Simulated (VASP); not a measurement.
SnSe2, 3 atoms in the cell. It takes space group P-3m1 (No. 164, trigonal). The conventional cell has a = 3.750 Å, b = 3.750 Å, c = 6.340 Å, α = 90.00°, β = 90.00°, γ = 120.00°. Within 3.5 Å of Sn (site symmetry -3m) lie 6 Se at 2.68 Å. Within 3.5 Å of Se (site symmetry 3m) lie 3 Sn at 2.68 Å.  This cell differs from its parent crystal: ratio of the length along z to the lengths across it x 1.05, volume and fractional coordinates fixed.

* Program: VASP 6.6.1
* Task: single point
* Functional: PBEsol
* Potentials or basis: VASP PAW PBE potentials, release 64 (Sn_d, Se)
* Cutoff: 520 eV
* k mesh: 9 × 9 × 6
* Occupations: gaussian, width 0.05 eV
* Spin: no spin polarisation
* Dipole correction: no
* Further INCAR settings: ALGO = Normal; EDIFF = 1e-06; NBANDS = 20

Potentials or basis: VASP PAW PBE potentials, release 64 (Sn_d, Se).

Launch:

```bash
$ cat potpaw_PBE.64/Sn_d/POTCAR potpaw_PBE.64/Se/POTCAR > POTCAR
$ mpirun -np 1 vasp_std > vasp.out
```

Hardware: 1 thread of Intel(R) Xeon(R) Platinum 8488C (Sapphire Rapids), on a shared host.

How long does it take, and how much memory?

Run time: 53 s on 1 thread of Intel(R) Xeon(R) Platinum 8488C (Sapphire Rapids), with other jobs on the host, peak memory 0.24 GiB. Counts: scf iterations 12, k points 62.
